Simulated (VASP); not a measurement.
Here is a VASP 6.6.1 calculation.

Contents of INCAR:

```
PREC = Accurate
ENCUT = 520
EDIFF = 1E-7
ISMEAR = -1
SIGMA = 0.05
LREAL = False
LASPH = True
NELM = 100
ALGO = Normal
ISIF = 2
LWAVE = False
LCHARG = False
GGA = PE
NBANDS = 28
```

Contents of KPOINTS:

```
Automatic mesh
0
Gamma
  2 2 2
```

The input POSCAR:

```
BaTiO3
1.0
    2.8273666084      1.6323808724      2.3183934932
   -2.8273666084      1.6323808724      2.3183934932
    0.0000000000     -3.2647617449      2.3183934932
Ba Ti O
1 1 3
Direct
    0.0000000000      0.0000000000      0.0000000000
    0.4845000000      0.4845000000      0.4845000000
    0.5086000000      0.0175000000      0.5086000000
    0.0175000000      0.5086000000      0.5086000000
    0.5086000000      0.5086000000      0.0175000000
```

Potentials or basis: VASP PAW PBE potentials, release 64 (Ba_sv, Ti_sv, O).

Launch:

```sh
$ cat potpaw_PBE.64/Ba_sv/POTCAR potpaw_PBE.64/Ti_sv/POTCAR potpaw_PBE.64/O/POTCAR > POTCAR
$ mpirun -np 1 vasp_std > vasp.out
```

What does it give for the band gap on the k mesh?

2.27 eV, indirect (least direct gap 2.67 eV).

Estimate the largest force.

1.964 eV/Å.

Predict the pressure.

8.5 GPa.

Forces on the atoms (eV/Å):
```
Ba   0.000  0.000 -0.247
Ti   0.000  0.000 -1.964
O    0.023 -0.013  0.737
O   -0.023 -0.013  0.737
O    0.000  0.027  0.737
```

Caveat: the k points lie up to 0.78 Å⁻¹ apart; spin-orbit coupling is left out, which moves the levels of the heavy elements; forces of over 1 eV/Å act on the atoms, so gaps and moduli don't describe the material at rest. PBE gaps usually lie below the measured ones, often by a third to a half.
